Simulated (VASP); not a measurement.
Input of a VASP 6.6.1 run:

INCAR

```
  ALGO = Normal
  EDIFF = 1E-7
  ENCUT = 520
  GGA = PE
  ISIF = 2
  ISMEAR = 0
  LASPH = True
  LCHARG = True
  LELF = True
  LREAL = False
  LVHAR = True
  LWAVE = False
  NBANDS = 16
  NELM = 60
  PREC = Accurate
  SIGMA = 0.1
```

File KPOINTS:

```
k-points
0
Gamma
  14 14 8
```

File POSCAR:

```
Si3As
1.0
    3.3218254802      0.0000000000      0.0000000000
    0.0000000000      3.3218254802      0.0000000000
    0.0000000000      0.0000000000      5.7662796786
Si As
3 1
Direct
    0.5000000000      0.5000000000      0.2751639701
    0.5000000000      0.5000000000      0.7248360299
    0.0000000000      0.0000000000      0.5000000000
    0.0000000000      0.0000000000      0.0000000000
```

Potentials or basis: VASP PAW PBE potentials, release 64 (Si, As).

Launch:

```console
$ cat potpaw_PBE.64/Si/POTCAR potpaw_PBE.64/As/POTCAR > POTCAR
$ mpirun -np 1 vasp_std > vasp.out
```

Estimate the pressure.

0.1 GPa.

Estimate the band gap on the k mesh.

zero (an odd number of electrons rules out a gap without spin polarisation).

Predict the largest force.

0.010 eV/Å.

Forces in eV/Å, atoms in the order of the input:
```
Si   0.000  0.000  0.010
Si   0.000  0.000 -0.010
Si   0.000  0.000  0.000
As   0.000  0.000  0.000
```
